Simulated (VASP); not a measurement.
F:

```xyz
4
Lattice="2.8035 -1.5885 -0.1341 2.8035 1.5885 -0.1341 -1.9107 0.0000 6.9971" Properties=species:S:1:pos:R:3 pbc="T T T"
F     0.2581    0.0000    0.6514
F     3.4382    0.0000    6.0776
F     1.6616    0.0000    4.0393
F     2.0347    0.0000    2.6897
```

This cell differs from its parent crystal: volume scaled by 0.88.

```yaml
Program: VASP 6.6.1
Task: relaxation of shape and atoms at fixed volume
Functional: PBE
Dispersion: D3(BJ)
Potentials_or_basis: VASP PAW PBE potentials, release 64 (F)
Cutoff: 600 eV
k_mesh: 8 × 8 × 4
Occupations: gaussian, width 0.02 eV
Spin: no spin polarisation
```

At the start: pressure 2.4 GPa; volume 15.38 Å³/atom.

Q: Where does the relaxation end?

A: Over 22 steps the energy falls by 6.2 meV/atom; space group C2/m (No. 12, to 0.05 Å).

Step by step:
```csv
step,energy change (eV),largest force (eV/Å),pressure (GPa),volume (Å³)
1,0.0000,0.9488,2.43,61.51
2,0.1895,2.1902,-5.76,61.51
3,-0.0239,0.0320,0.05,61.51
4,-0.0239,0.0095,0.11,61.51
5,-0.0239,0.0259,0.16,61.51
6,-0.0240,0.0269,0.16,61.51
7,-0.0241,0.0589,0.18,61.51
8,-0.0241,0.1238,0.19,61.51
9,-0.0241,0.0912,0.18,61.51
10,-0.0241,0.0883,0.18,61.51
11,-0.0242,0.0795,0.17,61.51
12,-0.0243,0.0624,0.15,61.51
13,-0.0244,0.0305,0.12,61.51
14,-0.0246,0.0381,0.11,61.51
15,-0.0246,0.0574,0.07,61.51
16,-0.0247,0.0423,0.13,61.51
17,-0.0247,0.0559,0.25,61.51
18,-0.0248,0.0223,0.21,61.51
19,-0.0248,0.0245,0.21,61.51
20,-0.0248,0.0229,0.23,61.51
21,-0.0248,0.0210,0.23,61.51
22,-0.0248,0.0093,0.18,61.51
```

Final structure:
```
F
1.0
     2.81740   -1.59882   -0.14372
     2.81740    1.59882   -0.14372
    -1.94793    0.00000    6.92665
F
4
Direct
  0.08166 0.08166 0.09900
  0.91834 0.91834 0.90100
  0.50002 0.50002 0.59914
  0.49998 0.49998 0.40086
```

Caveat: the cell differs from its parent crystal (volume scaled by 0.88).
